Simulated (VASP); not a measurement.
# H7WC16 in VASP: single point with PBE

Aim: the single point of H7WC16 with PBE.

Program: VASP 6.6.1. These are calculated values, not measurements. Logs are shortened: lines on timing, memory, paths and dates and some standing lists are left out, and cuts for length are marked.

### 1 The cell of the first run

The cell holds a slab with vacuum, 24 atoms: a = 5.049 Å, b = 5.049 Å, c = 16.776 Å, α = 90.00°, β = 90.00°, γ = 60.00°.

### 2 Single point, PBE, collinear spin, ferromagnetic start

The input, INCAR:

```
  PREC = Accurate
  ENCUT = 520
  EDIFF = 1E-6
  ISMEAR = -1
  SIGMA = 0.02
  LREAL = Auto
  LASPH = T
  NELM = 150
  ALGO = Normal
  ISIF = 2
  LWAVE = F
  LCHARG = T
  ISPIN = 2
  MAGMOM = 0 0 0 0 0 0 0 0 0 0 0 0 0 0 0 0 0 0 0 0 0 0 0 1
  LORBIT = 11
  LMAXMIX = 4
  GGA = PE
  LELF = T
  LVHAR = T
  NBANDS = 64
```

The input, KPOINTS:

```
regular mesh
0
Gamma
  2 2 1
```

The input, POSCAR:

```
H7WC16
1.0
    5.0487420000      0.0000000000      0.0000000000
    2.5243710000      4.3723390000      0.0000000000
    0.0000000000      0.0000000000     16.7764260000
H C W
7 16 1
Direct
    0.1666667000      0.1666667000      0.0596075000
    0.6666667000      0.1666667000      0.0596075000
    0.1666667000      0.6666667000      0.0596075000
    0.6666667000      0.6666667000      0.0596075000
    0.4993158255      0.0016685382      0.3439643864
    0.0018060758      0.4992709214      0.3439762658
    0.4992913455      0.4993118762      0.3440152842
    0.1666667000      0.1666667000      0.1251757000
    0.6666667000      0.1666667000      0.1251757000
    0.1666667000      0.6666667000      0.1251757000
    0.6666667000      0.6666667000      0.1251757000
   -0.1666667000      0.3333333000      0.1558905000
    0.3333333000      0.3333333000      0.1558905000
   -0.1666667000      0.8333333000      0.1558905000
    0.3333333000      0.8333333000      0.1558905000
   -0.1661027137      0.3321876814      0.2487150155
    0.3333033732      0.3333105245      0.2484894462
   -0.1661459188      0.8338529389      0.2486643118
    0.3321342041      0.8339261772      0.2487386547
   -0.0001336640     -0.0000279375      0.2790326478
    0.5000238013     -0.0000057025      0.2769743686
    0.0000152530      0.4999941455      0.2769844989
    0.4999986417      0.5000004514      0.2769938140
    0.9977361049     -0.0000166126      0.4083589813
```

Potentials or basis: VASP PAW PBE potentials, release 64 (H, C, W_sv).

On the command line:

```sh
$ cat potpaw_PBE.64/H/POTCAR potpaw_PBE.64/C/POTCAR potpaw_PBE.64/W_sv/POTCAR > POTCAR
$ mpirun -np 1 vasp_std > vasp.out
```

OUTCAR:

```text
PREC = Accurate
   ENCUT = 520
   EDIFF = 1E-6
   ISMEAR = -1
   LREAL = Auto
   LASPH = T
   NELM = 150
   ISIF = 2
   ISPIN = 2
   LORBIT = 11
   GGA = PE

 ion  position               nearest neighbor table
   1  0.167  0.167  0.060-   8 1.10
   2  0.667  0.167  0.060-   9 1.10
   3  0.167  0.667  0.060-  10 1.10
   4  0.667  0.667  0.060-  11 1.10
   5  0.499  0.002  0.344-  21 1.12
   6  0.002  0.499  0.344-  22 1.12
   7  0.499  0.499  0.344-  23 1.12
   8  0.167  0.167  0.125-   1 1.10  13 1.55  12 1.55  15 1.55
   9  0.667  0.167  0.125-   2 1.10  12 1.55  13 1.55  14 1.55
  10  0.167  0.667  0.125-   3 1.10  15 1.55  14 1.55  13 1.55
  11  0.667  0.667  0.125-   4 1.10  14 1.55  15 1.55  12 1.55
  12  0.833  0.333  0.156-   9 1.55   8 1.55  11 1.55  16 1.56
  13  0.333  0.333  0.156-   8 1.55   9 1.55  10 1.55  17 1.55
[... 8 lines left out ...]
  22  0.000  0.500  0.277-   6 1.12  17 1.53  18 1.54  16 1.54
  23  0.500  0.500  0.277-   7 1.12  17 1.53  19 1.54  16 1.54
  24  0.998  1.000  0.408-  20 2.17

  LATTYP: Found a hexagonal cell.
 ALAT       =     5.0487421480
 C/A-ratio  =     3.3228922192

  Lattice vectors:

 A1 = (  -2.5243710000,  -4.3723390000,   0.0000000000)
 A2 = (   5.0487420000,   0.0000000000,   0.0000000000)
 A3 = (   0.0000000000,   0.0000000000,  16.7764260000)

Analysis of symmetry for initial positions (statically):
=====================================================================
 Subroutine PRICEL returns:
 Original cell was already a primitive cell.

 Routine SETGRP: Setting up the symmetry group for a
 hexagonal supercell.

 Subroutine GETGRP returns: Found  1 space group operations
 (whereof  1 operations were pure point group operations)
 out of a pool of 24 trial point group operations.

The static configuration has the point symmetry C_1 .

Analysis of symmetry for dynamics (positions and initial velocities):
=====================================================================
 Subroutine PRICEL returns:
 Original cell was already a primitive cell.

 Routine SETGRP: Setting up the symmetry group for a
 hexagonal supercell.

 Subroutine GETGRP returns: Found  1 space group operations
 (whereof  1 operations were pure point group operations)
 out of a pool of 24 trial point group operations.

The dynamic configuration has the point symmetry C_1 .

Analysis of structural, dynamic, and magnetic symmetry:
=====================================================================
 Subroutine PRICEL returns:
 Original cell was already a primitive cell.

 Routine SETGRP: Setting up the symmetry group for a
 hexagonal supercell.

 Subroutine GETGRP returns: Found  1 space group operations
 (whereof  1 operations were pure point group operations)
 out of a pool of 24 trial point group operations.

The overall configuration has the point symmetry C_1 .

 Subroutine INISYM returns: Found  1 space group operations
 (whereof  1 operations are pure point group operations),
 and found     1 'primitive' translations

----------------------------------------------------------------------------------------

                                     Primitive cell

  volume of cell :     370.3364

  direct lattice vectors                    reciprocal lattice vectors
     5.048742000  0.000000000  0.000000000     0.198069143 -0.114355268  0.000000000
     2.524371000  4.372339000  0.000000000     0.000000000  0.228710537  0.000000000
     0.000000000  0.000000000 16.776426000     0.000000000  0.000000000  0.059607452

  length of vectors
     5.048742000  5.048742148 16.776426000     0.228710544  0.228710537  0.059607452

  position of ions in fractional coordinates (direct lattice)
     0.166666700  0.166666700  0.059607500
     0.666666700  0.166666700  0.059607500
     0.166666700  0.666666700  0.059607500
[... 76 lines left out ...]
            Coordinates               Weight
  0.000000  0.000000  0.000000      1.000000
  0.500000  0.000000  0.000000      1.000000
  0.500000  0.500000  0.000000      1.000000
  0.000000  0.500000  0.000000      1.000000
   k-points           NKPTS =      4   k-points in BZ     NKDIM =      4   number of bands    NBANDS=     64
   number of dos      NEDOS =    301   number of ions     NIONS =     24
   total plane-waves  NPLWV = 201600
   dimension x,y,z NGX =    40 NGY =   40 NGZ =  126
   dimension x,y,z NGXF=    80 NGYF=   80 NGZF=  252
   ions per type =               7  16   1
   NGX,Y,Z   is equivalent  to a cutoff of  13.17, 13.17, 12.49 a.u.
   NGXF,Y,Z  is equivalent  to a cutoff of  26.34, 26.34, 24.97 a.u.
 SYSTEM =  unknown system
   PREC   = accura    normal or accurate (medium, high low for compatibility)
   ISTART =      0    job   : 0-new  1-cont  2-samecut
   ICHARG =      2    charge: 1-file 2-atom 10-const
   ISPIN  =      2    spin polarized calculation?
   LNONCOLLINEAR =      F non collinear calculations
   LSORBIT =      F    spin-orbit coupling
   LASPH  =      T    aspherical Exc in radial PAW
   ENCUT  =  520.0 eV  38.22 Ry    6.18 a.u.   9.39  9.39 31.19*2*pi/ulx,y,z
   NELM   =    150;   NELMIN=  2; NELMDL= -5     # of ELM steps
   EDIFF  = 0.1E-05   stopping-criterion for ELM
   LREAL  =      T    real-space projection
   EDIFFG = 0.1E-04   stopping-criterion for IOM
   NSW    =      0    number of steps for IOM
   IBRION =     -1    ionic relax: 0-MD 1-quasi-New 2-CG
   NFREE  =      0    steps in history (QN), initial steepest desc. (CG)
   ISIF   =      2    stress and relaxation
   ISYM   =      2    0-nonsym 1-usesym 2-fastsym
   POTIM  = 0.5000    time-step for ionic-motion
   TEBEG  =    0.0;   TEEND  =   0.0 temperature during run
   PSTRESS=    0.0 pullay stress
   NELECT =      85.0000    total number of electrons
   NUPDOWN=      -1.0000    fix difference up-down
   EMIN   =  10.00;   EMAX   =-10.00  energy-range for DOS
   EFERMI =   0.00;   METHOD = LEGACY
   ISMEAR =    -1;   SIGMA  =   0.02  broadening in eV -4-tet -1-fermi 0-gaus
   EFERMI_NEDOS =   21; number of points for ismear=-14 and -15
   IALGO  =     38    algorithm
   IMIX   =      4    mixing-type and parameters
     AMIX     =   0.40;   BMIX     =  1.00
     AMIX_MAG =   1.60;   BMIX_MAG =  1.00
  volume/ion in A,a.u.               =      15.43       104.13
  Fermi-wavevector in a.u.,A,eV,Ry     =   1.002341  1.894151 13.669613  1.004688
  Thomas-Fermi vector in A             =   2.134822
   LORBIT       =     11    0 simple, 1 ext, 2 COOP (PROOUT), +10 PAW based schemes
   GGA     = PE    functional components
   LHFCALC =     F    Hartree Fock is set to
   AEXX    =    0.0000 exact exchange contribution
   IVDW    =     0    specifies the selected vdW correction
   LEPSILON=     F    determine dielectric tensor
   LRPA    =     F    only Hartree local field effects (RPA)
 spin polarized calculation
  energy-cutoff  :      520.00
  volume of cell :      370.34
 maximum number of plane-waves:      9970
 NGX is ok and might be reduce to    40
   NGX = 19   NGY = 19   NGZ = 63

 number of electron      84.9999997 magnetization       4.9999836

 Free energy of the ion-electron system (eV)
  ---------------------------------------------------
  ext. energy  EPLUGINS =         0.00000000
  ---------------------------------------------------
  free energy    TOTEN  =      -176.07256185 eV

  energy without entropy =     -176.07256184  energy(sigma->0) =     -176.07256184

 E-fermi :   0.8031     XC(G=0):  -5.6629

 val. band max:        0.4313323537   @ k =   0.0000   0.0000   0.0000
 cond. band min:       1.1561479573   @ k =   0.0000   0.0000   0.0000
 fundamental gap:      0.7248156037
 Fermi energy:         0.8030852768

 spin component 1

 k-point     1 :       0.0000    0.0000    0.0000
  band No.  band energies     occupation
      1     -73.0606      1.00000
      2     -37.5856      1.00000
      3     -37.5784      1.00000
      4     -37.5783      1.00000
      5     -19.6745      1.00000
      6     -17.0364      1.00000
[... 217 lines left out ...]
     53       6.5782      0.00000
     54       6.7526      0.00000
 Fermi energy:         0.8030852768

 spin component 2

 k-point     1 :       0.0000    0.0000    0.0000
  band No.  band energies     occupation
      1     -71.5641      1.00000
      2     -35.7931      1.00000
      3     -35.4089      1.00000
      4     -35.4086      1.00000
      5     -19.6610      1.00000
      6     -17.0199      1.00000
[... 217 lines left out ...]
     53       6.8328      0.00000
     54       6.8891      0.00000
 [bands above 54 left out]

------------------------ aborting loop because EDIFF is reached ----------------------------------------

  FORCE on cell =-STRESS in cart. coord.  units (eV):
  Direction    XX          YY          ZZ          XY          YZ          ZX
  --------------------------------------------------------------------------------------
  -------------------------------------------------------------------------------------
  Total        2.9404728      2.9423697     -1.1826655     -0.0008248     -0.0044946      0.0148356
  in kB       12.7212941     12.7295008     -5.1165364     -0.0035683     -0.0194449      0.0641830
  external PRESSURE =       6.7780861 kB  Pullay stress =       0.0000000 kB

 VOLUME and BASIS-vectors are now :
 -----------------------------------------------------------------------------
  energy-cutoff  :      520.00
  volume of cell :      370.34
      direct lattice vectors                 reciprocal lattice vectors
     5.048742000  0.000000000  0.000000000     0.198069143 -0.114355268  0.000000000
     2.524371000  4.372339000  0.000000000     0.000000000  0.228710537  0.000000000
     0.000000000  0.000000000 16.776426000     0.000000000  0.000000000  0.059607452

 POSITION                                       TOTAL-FORCE (eV/Angst)
 -----------------------------------------------------------------------------------
      1.26219      0.72872      1.00000         0.005961      0.003424     -0.199039
      3.78656      0.72872      1.00000        -0.005820      0.003382     -0.198633
      2.52437      2.91489      1.00000         0.000041     -0.006843     -0.198820
      5.04874      2.91489      1.00000        -0.000454     -0.000057     -0.214743
      2.52513      0.00730      5.77049        -0.002630     -0.006012      0.031557
      1.26946      2.18298      5.77069        -0.009385      0.001727      0.029771
[... 16 lines left out ...]
      3.78655      2.18617      4.64697        -0.006394      0.000359      0.036438
      7.56164      4.37227      6.85080         0.010080      0.000250     -0.010003
 -----------------------------------------------------------------------------------
    total drift:                               -0.001116     -0.000118     -0.013699

  FREE ENERGIE OF THE ION-ELECTRON SYSTEM (eV)
  ---------------------------------------------------
  free  energy   TOTEN  =      -176.0725618452 eV

  energy  without entropy=     -176.0725618410  energy(sigma->0) =     -176.07256184

 total charge

# of ion       s       p       d       tot
------------------------------------------
    1        0.652   0.043   0.000   0.695
    2        0.652   0.043   0.000   0.695
    3        0.652   0.043   0.000   0.695
    4        0.651   0.043   0.000   0.695
    5        0.629   0.042   0.000   0.671
    6        0.629   0.042   0.000   0.671
[... 16 lines left out ...]
   23        0.837   1.757   0.000   2.593
   24        2.389   5.987   3.499  11.875
--------------------------------------------------
tot         20.146  34.237   3.499  57.881

 magnetization (x)

# of ion       s       p       d       tot
------------------------------------------
    1        0.001  -0.000   0.000   0.001
    2        0.001  -0.000   0.000   0.001
    3        0.001  -0.000   0.000   0.001
    4        0.001   0.000   0.000   0.001
    5        0.000   0.004   0.000   0.004
    6        0.000   0.004   0.000   0.004
[... 16 lines left out ...]
   23        0.004   0.019   0.000   0.023
   24        0.217   0.014   3.126   3.357
--------------------------------------------------
tot          0.237   0.083   3.126   3.446
```

Run time: 6 min. Hardware: 1 thread of AMD EPYC 9R45 (Zen 5), shared host; peak memory 0.64 GiB.

Results:

| Item | Value |
| --- | --- |
| Free energy | -176.0726 eV |
| Largest force | 1.202 eV/Å |
| Band gap on the k mesh | 0.72 eV, direct |
| Net moment | 5.00 μB per cell |
| Site moments | H +0.00; C +0.00, +0.01, -0.00, -0.05, +0.02; W +3.36 μB |
| Valence electrons inside the program's atomic spheres | H 0.69, 0.67; C 2.59, 2.56, 2.57, 2.58, 2.54; W 11.88 |

Forces on the atoms (eV/Å):
```
H    0.006  0.003 -0.199
H   -0.006  0.003 -0.199
H    0.000 -0.007 -0.199
H    0.000  0.000 -0.215
H   -0.003 -0.006  0.032
H   -0.009  0.002  0.030
H   -0.001  0.000  0.018
C   -0.016 -0.010  1.185
C    0.016 -0.009  1.185
C    0.001  0.018  1.185
C   -0.001  0.000  1.202
C    0.001 -0.060 -1.017
C    0.000  0.000 -1.036
C    0.049  0.027 -1.029
C   -0.054  0.031 -1.011
C   -0.003  0.008  0.000
C    0.012  0.005 -0.010
C    0.000  0.000  0.011
C    0.007 -0.007 -0.006
C    0.010  0.002 -0.007
C   -0.013  0.005  0.029
C    0.001 -0.007  0.025
C   -0.006  0.000  0.036
W    0.010  0.000 -0.010
```

Caveat: the k points lie up to 0.72 Å⁻¹ apart; spin-orbit coupling is left out, which moves the levels of the heavy elements.
